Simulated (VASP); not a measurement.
The system is Si3C.

```
Si C
1.0
     2.79991    0.00000    0.00000
    -1.39995    2.42479    0.00000
     0.00000    0.00000    7.65054
Si C
3 1
Cartesian
  0.0000 1.6165 0.0000
  1.4000 0.8083 2.6151
  1.4000 0.8083 5.0354
  0.0000 1.6165 3.8253
```

```yaml
Program: VASP 6.6.1
Task: relaxation of cell and atoms
Functional: PBE
Potentials_or_basis: VASP PAW PBE potentials, release 64 (Si, C)
Cutoff: 600 eV
k_mesh: 18 × 18 × 6
Occupations: gaussian, width 0.1 eV
Spin: no spin polarisation
```

At the start: pressure -0.7 GPa; volume 12.99 Å³/atom.

**Question.** Where does the relaxation end?

**Answer.** Over 16 steps the energy falls by 48.0 meV/atom and the volume is 12.01 Å³/atom (-7.5 %); space group P-6m2 (No. 187, to 0.1 Å) before and after.

Step by step:
| step | energy change (eV) | largest force (eV/Å) | pressure (GPa) | volume (Å³) |
| --- | --- | --- | --- | --- |
| 1 | 0.0000 | 0.1683 | -0.65 | 51.94 |
| 2 | -0.0344 | 0.8591 | 0.00 | 51.53 |
| 3 | -0.0350 | 0.9893 | 0.15 | 51.45 |
| 4 | -0.0597 | 0.8143 | -0.53 | 51.32 |
| 5 | -0.1170 | 0.2938 | -2.24 | 50.88 |
| 6 | -0.1638 | 0.3667 | -4.27 | 49.91 |
| 7 | -0.1848 | 0.2081 | -2.35 | 48.89 |
| 8 | -0.1872 | 0.1399 | -1.32 | 48.41 |
| 9 | -0.1872 | 0.1486 | -1.47 | 48.48 |
| 10 | -0.1899 | 0.0735 | -1.06 | 48.39 |
| 11 | -0.1916 | 0.0493 | -0.41 | 48.24 |
| 12 | -0.1916 | 0.0571 | -0.38 | 48.23 |
| 13 | -0.1919 | 0.0062 | -0.23 | 48.14 |
| 14 | -0.1920 | 0.0206 | -0.16 | 48.09 |
| 15 | -0.1920 | 0.0178 | -0.16 | 48.10 |
| 16 | -0.1920 | 0.0062 | 0.01 | 48.04 |

Final structure:
```xyz
4
Lattice="2.8875 0.0000 0.0000 -1.4438 2.5007 0.0000 0.0000 0.0000 6.6527" Properties=species:S:1:pos:R:3 pbc="T T T"
Si    0.0000    1.6671    0.0000
Si    1.4438    0.8336    2.1085
Si    1.4438    0.8336    4.5442
C     0.0000    1.6671    3.3263
```
